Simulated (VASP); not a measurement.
# BiTe3 (Pm-3m) in VASP: notebook

Runs on BiTe3. Level: PBE. Tasks: single point.

Program: VASP 6.6.1. These are calculated values, not measurements. Logs are shortened: lines on timing, memory, paths and dates and some standing lists are left out, and cuts for length are marked.

## 1. The cell of the first run

The structure is cubic, space group Pm-3m (No. 221). The conventional cell has a = 4.910 Å, b = 4.910 Å, c = 4.910 Å, α = 90.00°, β = 90.00°, γ = 90.00°. Within 4.6 Å of Bi (site symmetry m-3m) lie 12 Te at 3.47 Å. Within 4.6 Å of Te (site symmetry 4/mmm) lie 4 Bi at 3.47 Å and 8 Te at 3.47 Å.

## 2. Single point, PBE

INCAR

```
SYSTEM = BiTe3
  ALGO = Normal
  EDIFF = 1E-6
  ENCUT = 520
  GGA = PE
  ISIF = 2
  ISMEAR = 0
  LASPH = .True.
  LCHARG = .False.
  LREAL = .False.
  LWAVE = .False.
  NBANDS = 24
  NELM = 100
  PREC = Accurate
  SIGMA = 0.1
```

KPOINTS

```
k-points
0
Gamma
  4 4 4
  0 0 0
```

POSCAR

```
BiTe3
1.0
    4.9098346817      0.0000000000      0.0000000000
    0.0000000000      4.9098346817      0.0000000000
    0.0000000000      0.0000000000      4.9098346817
Bi Te
1 3
Direct
    0.0000000000      0.0000000000      0.0000000000
    0.0000000000      0.5000000000      0.5000000000
    0.5000000000      0.0000000000      0.5000000000
    0.5000000000      0.5000000000      0.0000000000
```

Potentials or basis: VASP PAW PBE potentials, release 64 (Bi_d, Te).

Started as:

```console
cat potpaw_PBE.64/Bi_d/POTCAR potpaw_PBE.64/Te/POTCAR > POTCAR
mpirun -np 1 vasp_std > vasp.out
```

OUTCAR:

```text
SYSTEM = BiTe3
   EDIFF = 1E-6
   ENCUT = 520
   GGA = PE
   ISIF = 2
   ISMEAR = 0
   LASPH = .True.
   LREAL = .False.
   NELM = 100
   PREC = Accurate

 ion  position               nearest neighbor table
   1  0.000  0.000  0.000-   2 3.47   3 3.47   4 3.47   2 3.47   3 3.47   2 3.47   4 3.47   2 3.47
                             3 3.47   4 3.47   3 3.47   4 3.47
   2  0.000  0.500  0.500-   1 3.47   3 3.47   4 3.47   1 3.47   4 3.47   1 3.47   3 3.47   1 3.47
                             3 3.47   4 3.47   4 3.47   3 3.47
   3  0.500  0.000  0.500-   1 3.47   2 3.47   4 3.47   1 3.47   4 3.47   2 3.47   4 3.47   4 3.47
                             1 3.47   2 3.47   1 3.47   2 3.47
   4  0.500  0.500  0.000-   1 3.47   2 3.47   3 3.47   2 3.47   3 3.47   1 3.47   3 3.47   3 3.47
                             1 3.47   2 3.47   2 3.47   1 3.47

  LATTYP: Found a simple cubic cell.
 ALAT       =     4.9098346817

  Lattice vectors:

 A1 = (   4.9098346817,   0.0000000000,   0.0000000000)
 A2 = (   0.0000000000,   4.9098346817,   0.0000000000)
 A3 = (   0.0000000000,   0.0000000000,   4.9098346817)

Analysis of symmetry for initial positions (statically):
=====================================================================
 Subroutine PRICEL returns:
 Original cell was already a primitive cell.

 Routine SETGRP: Setting up the symmetry group for a
 simple cubic supercell.

 Subroutine GETGRP returns: Found 48 space group operations
 (whereof 48 operations were pure point group operations)
 out of a pool of 48 trial point group operations.

The static configuration has the point symmetry O_h .

Analysis of symmetry for dynamics (positions and initial velocities):
=====================================================================
 Subroutine PRICEL returns:
 Original cell was already a primitive cell.

 Routine SETGRP: Setting up the symmetry group for a
 simple cubic supercell.

 Subroutine GETGRP returns: Found 48 space group operations
 (whereof 48 operations were pure point group operations)
 out of a pool of 48 trial point group operations.

The dynamic configuration has the point symmetry O_h .

 Subroutine INISYM returns: Found 48 space group operations
 (whereof 48 operations are pure point group operations),
 and found     1 'primitive' translations

----------------------------------------------------------------------------------------

                                     Primitive cell

  volume of cell :     118.3588

  direct lattice vectors                    reciprocal lattice vectors
     4.909834682  0.000000000  0.000000000     0.203672845  0.000000000  0.000000000
     0.000000000  4.909834682  0.000000000     0.000000000  0.203672845  0.000000000
     0.000000000  0.000000000  4.909834682     0.000000000  0.000000000  0.203672845

  length of vectors
     4.909834682  4.909834682  4.909834682     0.203672845  0.203672845  0.203672845

  position of ions in fractional coordinates (direct lattice)
     0.000000000  0.000000000  0.000000000
     0.000000000  0.500000000  0.500000000
     0.500000000  0.000000000  0.500000000
     0.500000000  0.500000000  0.000000000

  ion indices of the primitive-cell ions
   primitive index   ion index
                 1           1
                 2           2
                 3           3
                 4           4

----------------------------------------------------------------------------------------

 KPOINTS: k-points

Automatic generation of k-mesh.
 Grid dimensions read from file:
 generate k-points for:    4    4    4

 Generating k-lattice:

  Cartesian coordinates                     Fractional coordinates (reciprocal lattice)
     0.050918211  0.000000000  0.000000000     0.250000000  0.000000000  0.000000000
     0.000000000  0.050918211  0.000000000     0.000000000  0.250000000  0.000000000
     0.000000000  0.000000000  0.050918211     0.000000000  0.000000000  0.250000000

  Length of vectors
     0.050918211  0.050918211  0.050918211

  Shift w.r.t. Gamma in fractional coordinates (k-lattice)
     0.000000000  0.000000000  0.000000000

 Subroutine IBZKPT returns following result:
 ===========================================

 Found     10 irreducible k-points:

 Following reciprocal coordinates:
            Coordinates               Weight
  0.000000  0.000000  0.000000      1.000000
  0.250000  0.000000  0.000000      6.000000
  0.500000  0.000000  0.000000      3.000000
  0.250000  0.250000  0.000000     12.000000
  0.500000  0.250000  0.000000     12.000000
  0.500000  0.500000  0.000000      3.000000
  0.250000  0.250000  0.250000      8.000000
  0.500000  0.250000  0.250000     12.000000
  0.500000  0.500000  0.250000      6.000000
  0.500000  0.500000  0.500000      1.000000
   k-points           NKPTS =     10   k-points in BZ     NKDIM =     10   number of bands    NBANDS=     24
   number of dos      NEDOS =    301   number of ions     NIONS =      4
   total plane-waves  NPLWV =  64000
   dimension x,y,z NGX =    40 NGY =   40 NGZ =   40
   dimension x,y,z NGXF=    80 NGYF=   80 NGZF=   80
   ions per type =               1   3
   NGX,Y,Z   is equivalent  to a cutoff of  13.54, 13.54, 13.54 a.u.
   NGXF,Y,Z  is equivalent  to a cutoff of  27.09, 27.09, 27.09 a.u.
 SYSTEM =  BiTe3
   PREC   = accura    normal or accurate (medium, high low for compatibility)
   ISTART =      0    job   : 0-new  1-cont  2-samecut
   ICHARG =      2    charge: 1-file 2-atom 10-const
   ISPIN  =      1    spin polarized calculation?
   LNONCOLLINEAR =      F non collinear calculations
   LSORBIT =      F    spin-orbit coupling
   LASPH  =      T    aspherical Exc in radial PAW
   ENCUT  =  520.0 eV  38.22 Ry    6.18 a.u.   9.13  9.13  9.13*2*pi/ulx,y,z
   NELM   =    100;   NELMIN=  2; NELMDL= -5     # of ELM steps
   EDIFF  = 0.1E-05   stopping-criterion for ELM
   LREAL  =      F    real-space projection
   EDIFFG = 0.1E-04   stopping-criterion for IOM
   NSW    =      0    number of steps for IOM
   IBRION =     -1    ionic relax: 0-MD 1-quasi-New 2-CG
   NFREE  =      0    steps in history (QN), initial steepest desc. (CG)
   ISIF   =      2    stress and relaxation
   ISYM   =      2    0-nonsym 1-usesym 2-fastsym
   POTIM  = 0.5000    time-step for ionic-motion
   TEBEG  =    0.0;   TEEND  =   0.0 temperature during run
   PSTRESS=    0.0 pullay stress
   NELECT =      33.0000    total number of electrons
   NUPDOWN=      -1.0000    fix difference up-down
   EMIN   =  10.00;   EMAX   =-10.00  energy-range for DOS
   EFERMI =   0.00;   METHOD = LEGACY
   ISMEAR =     0;   SIGMA  =   0.10  broadening in eV -4-tet -1-fermi 0-gaus
   EFERMI_NEDOS =   21; number of points for ismear=-14 and -15
   IALGO  =     38    algorithm
   IMIX   =      4    mixing-type and parameters
     AMIX     =   0.40;   BMIX     =  1.00
     AMIX_MAG =   1.60;   BMIX_MAG =  1.00
  volume/ion in A,a.u.               =      29.59       199.68
  Fermi-wavevector in a.u.,A,eV,Ry     =   1.069496  2.021055 15.562647  1.143822
  Thomas-Fermi vector in A             =   2.205177
   LORBIT       =      0    0 simple, 1 ext, 2 COOP (PROOUT), +10 PAW based schemes
   GGA     = PE    functional components
   LHFCALC =     F    Hartree Fock is set to
   AEXX    =    0.0000 exact exchange contribution
   IVDW    =     0    specifies the selected vdW correction
   LEPSILON=     F    determine dielectric tensor
   LRPA    =     F    only Hartree local field effects (RPA)
 non-spin polarized calculation
 Gauss-broadening in eV      SIGMA  =   0.10
  energy-cutoff  :      520.00
  volume of cell :      118.36
 maximum number of plane-waves:      3218
 NGX is ok and might be reduce to    40
   NGX = 19   NGY = 19   NGZ = 19

 number of electron      32.9999990 magnetization

 Free energy of the ion-electron system (eV)
  ---------------------------------------------------
  ext. energy  EPLUGINS =         0.00000000
  ---------------------------------------------------
  free energy    TOTEN  =       -11.97710680 eV

  energy without entropy =      -11.94427201  energy(sigma->0) =      -11.96068940

 E-fermi :   7.6630     XC(G=0): -10.0644

 val. band max:        7.6301207152   @ k =   0.5000   0.2500   0.0000
 cond. band min:       7.6697140509   @ k =   0.5000   0.5000   0.2500
 fundamental gap:      0.0395933358
 Fermi energy:         7.6630443126

 k-point     1 :       0.0000    0.0000    0.0000
  band No.  band energies     occupation
      1     -15.6008      2.00000
      2     -15.6008      2.00000
      3     -15.5975      2.00000
      4     -15.5975      2.00000
      5     -15.5975      2.00000
      6      -6.0022      2.00000
[... 16 lines left out ...]
     23      11.5333      0.00000
     24      11.5333      0.00000

 k-point     2 :       0.2500    0.0000    0.0000
  band No.  band energies     occupation
      1     -15.6006      2.00000
      2     -15.5989      2.00000
      3     -15.5984      2.00000
      4     -15.5984      2.00000
      5     -15.5975      2.00000
      6      -5.6526      2.00000
[... 16 lines left out ...]
     23      12.6081      0.00000
     24      13.1417      0.00000

 k-point     3 :       0.5000    0.0000    0.0000
  band No.  band energies     occupation
      1     -15.6003      2.00000
      2     -15.5992      2.00000
      3     -15.5992      2.00000
      4     -15.5974      2.00000
      5     -15.5971      2.00000
      6      -4.6508      2.00000
[... 16 lines left out ...]
     23      13.9188      0.00000
     24      13.9940      0.00000
[... 136 lines left out ...]
 k-point     9 :       0.5000    0.5000    0.2500
  band No.  band energies     occupation
      1     -15.6012      2.00000
      2     -15.6001      2.00000
      3     -15.6001      2.00000
      4     -15.5965      2.00000
      5     -15.5948      2.00000
      6      -3.4195      2.00000
[... 16 lines left out ...]
     23      14.7319      0.00000
     24      15.2920      0.00000

 k-point    10 :       0.5000    0.5000    0.5000
  band No.  band energies     occupation
      1     -15.6011      2.00000
      2     -15.6011      2.00000
      3     -15.6011      2.00000
      4     -15.5946      2.00000
      5     -15.5946      2.00000
      6      -3.2699      2.00000
[... 16 lines left out ...]
     23      14.5982      0.00000
     24      14.5982      0.00000

------------------------ aborting loop because EDIFF is reached ----------------------------------------

  FORCE on cell =-STRESS in cart. coord.  units (eV):
  Direction    XX          YY          ZZ          XY          YZ          ZX
  --------------------------------------------------------------------------------------
  -------------------------------------------------------------------------------------
  Total       -0.1281093     -0.1281093     -0.1281093     -0.0000000      0.0000000      0.0000000
  in kB       -1.7341656     -1.7341656     -1.7341656     -0.0000000      0.0000000      0.0000000
  external PRESSURE =      -1.7341656 kB  Pullay stress =       0.0000000 kB

 VOLUME and BASIS-vectors are now :
 -----------------------------------------------------------------------------
  energy-cutoff  :      520.00
  volume of cell :      118.36
      direct lattice vectors                 reciprocal lattice vectors
     4.909834682  0.000000000  0.000000000     0.203672845  0.000000000  0.000000000
     0.000000000  4.909834682  0.000000000     0.000000000  0.203672845  0.000000000
     0.000000000  0.000000000  4.909834682     0.000000000  0.000000000  0.203672845

 POSITION                                       TOTAL-FORCE (eV/Angst)
 -----------------------------------------------------------------------------------
      0.00000      0.00000      0.00000         0.000000      0.000000      0.000000
      0.00000      2.45492      2.45492         0.000000      0.000000      0.000000
      2.45492      0.00000      2.45492         0.000000      0.000000      0.000000
      2.45492      2.45492      0.00000         0.000000      0.000000      0.000000
 -----------------------------------------------------------------------------------
    total drift:                               -0.000000     -0.000000     -0.000000

  FREE ENERGIE OF THE ION-ELECTRON SYSTEM (eV)
  ---------------------------------------------------
  free  energy   TOTEN  =       -11.9771067978 eV

  energy  without entropy=      -11.9442720076  energy(sigma->0) =      -11.96068940
```

Wall time 27 s (1 thread of Intel Xeon Platinum 8259CL at 2.50GHz (Skylake/Cascade Lake), shared host); peak memory 0.24 GiB.

Results:

```yaml
Free_energy: -11.9771 eV
Pressure: -0.2 GPa
```

Levels at points of the mesh, in eV from the Fermi level:
```tsv
k point	band 15	band 16	band 17	band 18	band 19	band 20
(0.00, 0.00, 0.00)	-0.93	-0.16	-0.16	-0.16	3.53	3.53
(0.50, 0.00, 0.00)	-1.77	-1.12	-0.35	0.55	0.55	1.45
(0.50, 0.50, 0.00)	-2.14	-2.13	-1.12	1.39	1.43	2.48
(0.50, 0.50, 0.50)	1.45	1.45	1.57	1.57	3.05	3.05
```

Caveat: spin-orbit coupling is left out, which moves the levels of the heavy elements.

(Continued in part 2 of 2.)
